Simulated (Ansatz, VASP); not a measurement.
Two plane-wave programs on Re

Contents of INCAR:

```
PREC = Accurate
ENCUT = 520
EDIFF = 1E-6
ISMEAR = -1
SIGMA = 0.05
LREAL = False
LASPH = True
NELM = 150
ALGO = Fast
ISIF = 2
LWAVE = False
LCHARG = True
LNONCOLLINEAR = True
MAGMOM = 0 0 0 0 0 0
LORBIT = 11
LSORBIT = True
GGA_COMPAT = False
LORBMOM = True
LMAXMIX = 4
GGA = CA
LVHAR = True
NBANDS = 26
```

The input KPOINTS:

```
regular mesh
0
Gamma
  11 11 6
```

The input POSCAR:

```
Re
1.0
    2.7608000000      0.0000000000      0.0000000000
   -1.3804000000      2.3909229348      0.0000000000
    0.0000000000      0.0000000000      4.4582000000
Re
2
Direct
    0.6666666667      0.3333333333      0.7500000000
    0.3333333333      0.6666666667      0.2500000000
```

File input.yaml:

```yaml
crystal:
  lattice:
    - [2.7608, 0.0, 0.0]
    - [-1.3804, 2.3909229348, 0.0]
    - [0.0, 0.0, 4.4582]
  atoms:
    - { symbol: Re, position: [0.6666666667, 0.3333333333, 0.75] }
    - { symbol: Re, position: [0.3333333333, 0.6666666667, 0.25] }
hamiltonian:
  xc: lda
  pseudopotentials: { kind: paw_fr }
magnetization:
  noncollinear: true
  spin_orbit: true
kpoints:
  mp_grid: { grid: [11, 11, 6] }
  band_path:
    path:
      - [[0.0, 0.0, 0.0], [0.5, 0.0, 0.0], [0.3333333333, 0.3333333333, 0.0], [0.0, 0.0, 0.0], [0.0, 0.0, 0.5], [0.5, 0.0, 0.5], [0.3333333333, 0.3333333333, 0.5], [0.0, 0.0, 0.5]]
      - [[0.5, 0.0, 0.5], [0.5, 0.0, 0.0]]
      - [[0.3333333333, 0.3333333333, 0.0], [0.3333333333, 0.3333333333, 0.5]]
    npoints: 14
scf:
  occupations: { method: fermi_dirac, width: 0.05 }
  n_extra_bands: 6
output:
  forces: true
  stress: true
  eigenvalues: true
  fatbands: true
  write_density: true
  write_potential: true
  elf: true
  volumetric_format: npy
```

Alike in both runs: functional LDA; k mesh 11 × 11 × 6; occupations fermi-dirac, width 0.05 eV; non-collinear spin, spin-orbit coupling.

|  | VASP | Ansatz |
| --- | --- | --- |
| version | VASP 6.6.1 | Ansatz 0.2.0 |
| potentials or method | VASP PAW LDA potentials, release 64 (Re) | Ansatz PAW |
| plane-wave cutoff (eV) | 520 | 420 |
| valence electrons in the cell | 14 | 30 |
| task | single point | band structure |

|  | VASP | Ansatz | Ansatz less VASP |
| --- | --- | --- | --- |
| pressure (GPa) | -8.1 | -9.4 | -1.23 |
| traceless stress, the component that is largest in VASP (GPa) | -0.73 | -0.57 | +0.163 |

LDA's correlation is that of Perdew and Zunger in VASP and of Perdew and Wang (1992) in Ansatz. VASP's potentials hold 14 valence electrons a cell and Ansatz's 30, so a difference there can come from the potentials and not from the codes.
